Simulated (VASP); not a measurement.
The system is Gd.

```
Gd
1.0
     3.48415    0.00000    0.00000
    -1.74208    3.01737    0.00000
     0.00000    0.00000    5.58672
Gd
2
Direct
  0.33333 0.66667 0.25000
  0.66667 0.33333 0.75000
```

Base run:

```yaml
Program: VASP 6.6.1
Functional: LDA
Potentials_or_basis: VASP PAW PBE potentials, release 64 (Gd)
Cutoff: 520 eV
k_mesh: 11 × 11 × 6
Occupations: fermi-dirac, width 0.05 eV
Spin: collinear spin, ferromagnetic start
Starting_moments: "[7.214, 7.214] μB"
```

Its results: pressure -0.1 GPa; net moment 14.61 μB per cell; site moments Gd +6.88 μB.

Question: The run is repeated on the same cell with these changes: k mesh from 11 × 11 × 6 to 10 × 10 × 6; occupations from fermi-dirac, width 0.05 eV to methfessel-paxton, width 1 eV. What comes out?

Answer: Pressure 0.0 GPa; net moment 14.31 μB per cell; site moments Gd +6.79 μB.

Caveats: the PAW data sets were made with another functional, which shifts forces and pressure a little; so wide a smearing shifts energies and pressures (at least some runs).
